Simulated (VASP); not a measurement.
# B5W (P4/mmm) in VASP: a series of runs, part 2 of 2

VASP 6.6.1. The steps go on from the part before.

## 4. Single point, PBE

This run uses another cell than the first one, of 8.72 Å³/atom, 0.994 times its volume.

INCAR reads:

```
PREC = Accurate
ENCUT = 520
EDIFF = 1E-6
ISMEAR = 0
SIGMA = 0.1
LREAL = F
LASPH = T
NELM = 60
ALGO = Normal
ISIF = 2
LWAVE = F
LCHARG = F
GGA = PE
NBANDS = 24
```

KPOINTS reads:

```
regular mesh
0
Gamma
  6 6 4
```

POSCAR reads:

```
B5W
1.0
    2.9513655910      0.0000000000      0.0000000000
    0.0000000000      2.9513655910      0.0000000000
    0.0000000000      0.0000000000      6.0075106587
B W
5 1
Direct
    0.5000000000      0.5000000000      0.7042866246
    0.5000000000      0.5000000000      0.2957133754
    0.5000000000      0.0000000000      0.5000000000
    0.0000000000      0.5000000000      0.5000000000
    0.5000000000      0.5000000000      0.0000000000
    0.0000000000      0.0000000000      0.0000000000
```

Potentials or basis: VASP PAW PBE potentials, release 64 (B, W_sv).

Command:

```bash
cat potpaw_PBE.64/B/POTCAR potpaw_PBE.64/W_sv/POTCAR > POTCAR
mpirun -np 1 vasp_std > vasp.out
```

OUTCAR:

```text
PREC = Accurate
   ENCUT = 520
   EDIFF = 1E-6
   ISMEAR = 0
   LREAL = F
   LASPH = T
   NELM = 60
   ISIF = 2
   GGA = PE

 ion  position               nearest neighbor table
   1  0.500  0.500  0.704-   5 1.78   4 1.92   3 1.92   3 1.92   4 1.92   6 2.74   6 2.74   6 2.74
                             6 2.74
   2  0.500  0.500  0.296-   5 1.78   4 1.92   3 1.92   3 1.92   4 1.92   6 2.74   6 2.74   6 2.74
                             6 2.74
   3  0.500  0.000  0.500-   1 1.92   2 1.92   1 1.92   2 1.92   4 2.09   4 2.09   4 2.09   4 2.09

[... 862 lines left out ...]
  Total        0.0781754      0.0781754     -0.0895875      0.0000000      0.0000000     -0.0000000
  in kB        2.3935372      2.3935372     -2.7429472      0.0000000      0.0000000     -0.0000000
  external PRESSURE =       0.6813757 kB  Pullay stress =       0.0000000 kB

 VOLUME and BASIS-vectors are now :
 -----------------------------------------------------------------------------
  energy-cutoff  :      520.00
  volume of cell :       52.33
      direct lattice vectors                 reciprocal lattice vectors
     2.951365591  0.000000000  0.000000000     0.338826204  0.000000000  0.000000000
     0.000000000  2.951365591  0.000000000     0.000000000  0.338826204  0.000000000
     0.000000000  0.000000000  6.007510659     0.000000000  0.000000000  0.166458298

 POSITION                                       TOTAL-FORCE (eV/Angst)
 -----------------------------------------------------------------------------------
      1.47568      1.47568      4.23101        -0.000000     -0.000000     -0.020457
      1.47568      1.47568      1.77650        -0.000000      0.000000      0.020457
      1.47568      0.00000      3.00376         0.000000      0.000000      0.000000
      0.00000      1.47568      3.00376         0.000000      0.000000      0.000000
      1.47568      1.47568      0.00000         0.000000      0.000000      0.000000
      0.00000      0.00000      0.00000         0.000000      0.000000      0.000000
 -----------------------------------------------------------------------------------
    total drift:                                0.000000      0.000000      0.000000

  FREE ENERGIE OF THE ION-ELECTRON SYSTEM (eV)
  ---------------------------------------------------
  free  energy   TOTEN  =       -41.2688246140 eV

  energy  without entropy=      -41.2601838054  energy(sigma->0) =      -41.26450421
```

stdout:

```text
POSCAR found type information on POSCAR B W
 POSCAR found :  2 types and       6 ions
 scaLAPACK will be used
 LDA part: xc-table for (Slater+PW92), standard interpolation
 POSCAR, INCAR and KPOINTS ok, starting setup
 FFT: planning ... GRIDC
 FFT: planning ... GRID_SOFT
 FFT: planning ... GRID
 WAVECAR not read
 entering main loop
```

Run time: 17 s. Hardware: 1 thread of Intel Xeon 6975P-C (Granite Rapids), shared host; peak memory 0.18 GiB.

What came out:

```
Free energy   : -41.2688 eV
Pressure      : 0.1 GPa
Largest force : 0.020 eV/Å
```

Forces on the atoms (eV/Å):
```
B    0.000  0.000 -0.020
B    0.000  0.000  0.020
B    0.000  0.000  0.000
B    0.000  0.000  0.000
B    0.000  0.000  0.000
W    0.000  0.000  0.000
```

Caveat: spin-orbit coupling is left out, which moves the levels of the heavy elements.

## 5. Relaxation of cell and atoms, PBE

This run uses another cell than the first one, of 11.27 Å³/atom, 1.284 times its volume.

INCAR reads:

```
SYSTEM = B5W
PREC = Accurate
ENCUT = 600
EDIFF = 1E-6
ISMEAR = 0
SIGMA = 0.1
LREAL = .False.
LASPH = .True.
NELM = 100
ALGO = Normal
ISIF = 3
LWAVE = .False.
LCHARG = .False.
GGA = PE
IBRION = 2
NSW = 90
EDIFFG = -0.04
```

KPOINTS reads:

```
regular mesh
0
Gamma
  4 4 4
  0 0 0
```

POSCAR reads:

```
B5W
1.0
    4.0119715100      0.0000000000      0.0000000000
    0.0000000000      4.0119715100      0.0000000000
    0.0000000000      0.0000000000      4.2000559700
B W
5 1
Direct
    0.5000000000      0.5000000000      0.6654366200
    0.5000000000      0.5000000000      0.3345633800
    0.5000000000      0.0000000000      0.5000000000
    0.0000000000      0.5000000000      0.5000000000
    0.5000000000      0.5000000000      0.0000000000
    0.0000000000      0.0000000000      0.0000000000
```

Potentials or basis: VASP PAW PBE potentials, release 64 (B, W_sv).

Command:

```bash
cat potpaw_PBE.64/B/POTCAR potpaw_PBE.64/W_sv/POTCAR > POTCAR
mpirun -np 1 vasp_std > vasp.out
```

OUTCAR:

```text
SYSTEM = B5W
   PREC = Accurate
   ENCUT = 600
   EDIFF = 1E-6
   ISMEAR = 0
   LREAL = .False.
   LASPH = .True.
   NELM = 100
   ISIF = 3
   GGA = PE
   IBRION = 2
   NSW = 90
   EDIFFG = -0.04

 ion  position               nearest neighbor table
   1  0.500  0.500  0.665-   2 1.39   5 1.41   4 2.12   3 2.12   3 2.12   4 2.12
   2  0.500  0.500  0.335-   1 1.39   5 1.41   4 2.12   3 2.12   3 2.12   4 2.12
   3  0.500  0.000  0.500-   1 2.12   2 2.12   1 2.12   2 2.12
   4  0.000  0.500  0.500-   1 2.12   2 2.12   1 2.12   2 2.12
   5  0.500  0.500  0.000-   1 1.41   2 1.41
   6  0.000  0.000  0.000-

  LATTYP: Found a simple tetragonal cell.
 ALAT       =     4.0119715100
 C/A-ratio  =     1.0468808065

  Lattice vectors:

 A1 = (   4.0119715100,   0.0000000000,   0.0000000000)
 A2 = (   0.0000000000,   4.0119715100,   0.0000000000)
 A3 = (   0.0000000000,   0.0000000000,   4.2000559700)

Analysis of symmetry for initial positions (statically):
=====================================================================
 Subroutine PRICEL returns:
 Original cell was already a primitive cell.

 Routine SETGRP: Setting up the symmetry group for a
 simple tetragonal supercell.

[... 170 lines left out ...]
------------------------ aborting loop because EDIFF is reached ----------------------------------------

  FORCE on cell =-STRESS in cart. coord.  units (eV):
  Direction    XX          YY          ZZ          XY          YZ          ZX
  --------------------------------------------------------------------------------------
  -------------------------------------------------------------------------------------
  Total      -12.5849174    -12.5849174     20.0826142      0.0000000     -0.0000000      0.0000000
  in kB     -298.2566892   -298.2566892    475.9486169      0.0000000     -0.0000000      0.0000000
  external PRESSURE =     -40.1882539 kB  Pullay stress =       0.0000000 kB
[... 101 lines left out ...]
  FREE ENERGIE OF THE ION-ELECTRON SYSTEM (eV)
  ---------------------------------------------------
  free  energy   TOTEN  =       -38.9764954787 eV

  energy  without entropy=      -38.9533839092  energy(sigma->0) =      -38.96493969

[... ionic steps 4 to 8 ...]

--------------------------------------- Ionic step        9  -------------------------------------------

 number of electron      29.0000006 magnetization

------------------------ aborting loop because EDIFF is reached ----------------------------------------
[... 75 lines left out ...]
--------------------------------------- Ionic step       11  -------------------------------------------

 number of electron      29.0000007 magnetization

 Free energy of the ion-electron system (eV)
  ---------------------------------------------------
  ext. energy  EPLUGINS =         0.00000000
  ---------------------------------------------------
  free energy    TOTEN  =       -40.99022608 eV

  energy without entropy =      -40.97554401  energy(sigma->0) =      -40.98288505

 E-fermi :   8.3582     XC(G=0): -12.3321

 val. band max:        8.3526688455   @ k =   0.5000   0.5000   0.2500
 cond. band min:       8.4154599888   @ k =   0.2500   0.0000   0.5000
 fundamental gap:      0.0627911433
 Fermi energy:         8.3581954880

 k-point     1 :       0.0000    0.0000    0.0000
  band No.  band energies     occupation
      1     -66.0524      2.00000
      2     -30.2681      2.00000
      3     -30.2365      2.00000
      4     -30.2365      2.00000
      5      -6.7969      2.00000
      6      -3.6515      2.00000
[... 400 lines left out ...]
  FREE ENERGIE OF THE ION-ELECTRON SYSTEM (eV)
  ---------------------------------------------------
  free  energy   TOTEN  =       -40.9902260830 eV

  energy  without entropy=      -40.9755440078  energy(sigma->0) =      -40.98288505

 reached required accuracy - stopping structural energy minimisation
```

CONTCAR:

```text
B5W
   1.00000000000000
     2.9575126700382017   -0.0000000000000000    0.0000000000000000
    -0.0000000000000000    2.9575126700382017    0.0000000000000000
    -0.0000000000000000   -0.0000000000000000    6.0150114822465390
  B               W
     5     1
Direct
     0.5000000000000000    0.5000000000000000    0.7004857976753645
     0.5000000000000000    0.5000000000000000    0.2995142023246355
     0.5000000000000000    0.0000000000000000    0.5000000000000000
     1.0000000000000000    0.5000000000000000    0.5000000000000000
     0.5000000000000000    0.5000000000000000    0.0000000000000000
     1.0000000000000000    0.0000000000000000    0.0000000000000000

  0.00000000E+00  0.00000000E+00  0.00000000E+00
  0.00000000E+00  0.00000000E+00  0.00000000E+00
  0.00000000E+00  0.00000000E+00  0.00000000E+00
  0.00000000E+00  0.00000000E+00  0.00000000E+00
  0.00000000E+00  0.00000000E+00  0.00000000E+00
  0.00000000E+00  0.00000000E+00  0.00000000E+00
```

It took 2 min on 1 thread of Intel Xeon 6975P-C (Granite Rapids), shared host; peak memory 0.2 GiB.

Results:

| Property | Result |
| --- | --- |
| Free energy | -40.9902 eV |
| Relaxed volume | 8.77 Å³/atom |
| Relaxed cell | a = 2.958 Å, b = 2.958 Å, c = 6.015 Å, α = 90.00°, β = 90.00°, γ = 90.00° |
| Space group after relaxing (to 0.05 Å) | P4/mmm (No. 123) |
| Energy gained by relaxing | 1184.2 meV/atom |
| Ionic steps | 11 |
| Pressure after relaxing | 0.1 GPa |
| Largest force after relaxing | 0.030 eV/Å |

Forces on the atoms (eV/Å):
```
B    0.000  0.000  0.030
B    0.000  0.000 -0.030
B    0.000  0.000  0.000
B    0.000  0.000  0.000
B    0.000  0.000  0.000
W    0.000  0.000  0.000
```

The path:
```
step  energy change (eV)  largest force (eV/Å)  pressure (GPa)  volume (Å³)
   1              0.0000                1.2225           -4.02        67.60
   2             -4.1057                1.3953          -27.18        63.43
   3             -5.0913                0.4188          -27.04        60.26
   4             -7.0821                0.4519            1.06        52.35
   5             -5.8086                0.7697           36.18        47.96
   6             -7.0928                0.3024            3.58        51.91
   7             -7.0720                0.2062            6.42        51.47
   8             -7.0178                0.0617          -10.15        54.96
   9             -7.1042                0.0793           -0.36        52.75
  10             -7.1042                0.0813           -0.23        52.72
  11             -7.1050                0.0295            0.07        52.61
```

Final structure:
```yaml
crystal:
  lattice:
    - [2.95751, 0.00000, 0.00000]
    - [0.00000, 2.95751, 0.00000]
    - [0.00000, 0.00000, 6.01501]
  atoms:
    - { symbol: B, position: [0.50000, 0.50000, 0.70049] }
    - { symbol: B, position: [0.50000, 0.50000, 0.29951] }
    - { symbol: B, position: [0.50000, 0.00000, 0.50000] }
    - { symbol: B, position: [0.00000, 0.50000, 0.50000] }
    - { symbol: B, position: [0.50000, 0.50000, 0.00000] }
    - { symbol: W, position: [0.00000, 0.00000, 0.00000] }
```

Caveat: the k points lie up to 0.53 Å⁻¹ apart in the final cell; the volume moved by over 15 % at a fixed basis, so the end points are rough; the bands computed are all filled at some k points, so no gap is given; spin-orbit coupling is left out, which moves the levels of the heavy elements.

## 6. The runs side by side

| task | cell | k mesh | cutoff (eV) | gap on the mesh (eV) | pressure (GPa) | largest force (eV/Å) |
| --- | --- | --- | --- | --- | --- | --- |
| single point | a = 2.957, b = 2.957, c = 6.021 Å, 6 atoms | 4 × 4 × 4 | 520 | none | 0.1 | 0.02 |
| single point | a = 4.012, b = 4.012, c = 4.200 Å, 6 atoms | 4 × 4 × 4 | 520 | none | -4.0 | 1.22 |
| single point | a = 2.951, b = 2.951, c = 6.008 Å, 6 atoms | 6 × 6 × 4 | 520 | none | 0.1 | 0.02 |
| relaxation of cell and atoms | relaxed from a = 4.012, b = 4.012, c = 4.200 Å, 6 atoms | 4 × 4 × 4 | 600 | - | 0.1 | 0.03 |

Alike in all rows: level PBE; potentials or basis VASP PAW PBE potentials, release 64 (B, W_sv); no spin polarisation; smearing gaussian 0.1 eV.

Caveats: some runs use coarse meshes; spin-orbit coupling is left out, which moves the levels of the heavy elements; forces of over 1 eV/Å act on the atoms, so gaps and moduli don't describe the material at rest (some runs); the volume moved by over 15 % at a fixed basis, so the end points are rough (some runs); the bands computed are all filled at some k points, so no gap is given (some runs).

Absolute energies hang on the potentials; compare differences alone.
